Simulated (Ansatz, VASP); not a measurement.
# ZnSe: VASP beside Ansatz

```
CELL_PARAMETERS angstrom
4.04220 0.00000 0.00000
0.00000 4.04220 0.00000
0.00000 0.00000 4.62540
ATOMIC_POSITIONS crystal
Zn 0.00000 0.00000 0.00000
Zn 0.50000 0.50000 0.00000
Se 0.00000 0.50000 0.27970
Se 0.50000 0.00000 0.72030
```

Alike in both runs: task single point; functional LDA; k mesh 8 × 8 × 6; occupations gaussian, width 0.05 eV; no spin polarisation.

```csv
,VASP,Ansatz
version,VASP 6.6.1,Ansatz 0.2.0
potentials or method,"VASP PAW LDA potentials, release 64 (Zn, Se), cutoff 520 eV","scalar-relativistic, plane waves, PAW"
valence electrons in the cell,36,56
```

|  | VASP | Ansatz | Ansatz less VASP |
| --- | --- | --- | --- |
| gap on the k mesh at the Fermi level (eV) | 0.73 | 0.75 | +0.013 |
| least direct gap on the mesh (eV) | 0.73 | 0.75 | +0.013 |
| pressure (GPa) | 8.3 | 7.7 | -0.63 |
| traceless stress, the component that is largest in VASP (GPa) | 1.25 | 1.35 | +0.104 |
| rms of the force components (eV/Å) | 0.585 | 0.552 | -0.0322 |

Ansatz warns that its potentials were made for another functional, while VASP's fit it. LDA's correlation is that of Perdew and Zunger in VASP and of Perdew and Wang (1992) in Ansatz. Atom by atom the forces differ by 0.032 eV/Å (rms over components). VASP's potentials hold 36 valence electrons a cell and Ansatz's 56, so a difference there can come from the potentials and not from the codes.
